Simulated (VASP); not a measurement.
Runs of VASP 6.6.1 on TaN. The structure is that of space group Fm-3m (No. 225), or close to it. The cells are those of the table. 

```csv
task,level,potentials or basis,spin,cell,cutoff (eV),gap on the mesh (eV),pressure (GPa),moment (μB)
single point,LDA,"VASP PAW LDA potentials, release 64 (Ta_pv, N)",off,"a = 3.040 Å, angles 60.0°, 2 atoms",600,none,16.1,-
single point,r2SCAN,"VASP PAW PBE potentials, release 64 (Ta_pv, N)",off,"a = 3.040 Å, angles 60.0°, 2 atoms",660,none,29.8,-
electric field gradients,r2SCAN,"VASP PAW PBE potentials, release 64 (Ta_pv, N)",off,"a = 3.040 Å, angles 60.0°, 2 atoms",580,none,29.8,-
single point,PBE,"VASP PAW PBE potentials, release 64 (Ta_pv, N)","non-collinear, zero start, SOC","a = 3.082 Å, angles 60.0°, 2 atoms",520,-,16.1,0.00
single point,LDA,"VASP PAW LDA potentials, release 64 (Ta_pv, N)",off,"a = 3.082 Å, angles 60.0°, 2 atoms",520,none,-0.6,-
electric field gradients,PBEsol,"VASP PAW PBE potentials, release 64 (Ta_pv, N)",off,"a = 3.082 Å, angles 60.0°, 2 atoms",520,none,5.4,-
single point,PBE,"VASP PAW PBE potentials, release 64 (Ta_pv, N)",off,"a = 3.128 Å, angles 58.0°, 2 atoms",520,none,15.9,-
single point,PBE,"VASP PAW PBE potentials, release 64 (Ta_pv, N)",off,"a = 3.082 Å, angles 60.0°, 2 atoms",520,none,(a),-
electric field gradients,LDA,"VASP PAW LDA potentials, release 64 (Ta_pv, N)",off,"a = 3.040 Å, angles 60.0°, 2 atoms",520,none,16.1,-
electric field gradients,PBE,"VASP PAW PBE potentials, release 64 (Ta_pv, N)",off,"a = 3.128 Å, angles 58.0°, 2 atoms",520,none,15.9,-
electric field gradients,PBE,"VASP PAW PBE potentials, release 64 (Ta_pv, N)","non-collinear, zero start, SOC","a = 3.082 Å, angles 60.0°, 2 atoms",520,-,16.1,0.00
single point,PBEsol,"VASP PAW PBE potentials, release 64 (Ta_pv, N)",off,"a = 3.082 Å, angles 60.0°, 2 atoms",520,none,5.4,-
```

Alike in all rows: k mesh 9 × 9 × 9; smearing fermi-dirac 0.02 eV.

Question: Fill in the values left out.

Answer: (a) 15.4.

Caveats: spin-orbit coupling is left out, which moves the levels of the heavy elements (some runs); the PAW data sets were made with another functional, which shifts forces and pressure a little (some runs).

A k mesh can miss the band edges, and rows without SOC leave out spin-orbit coupling on Ta.

A gap of «none» marks levels without a gap at the run's occupations.
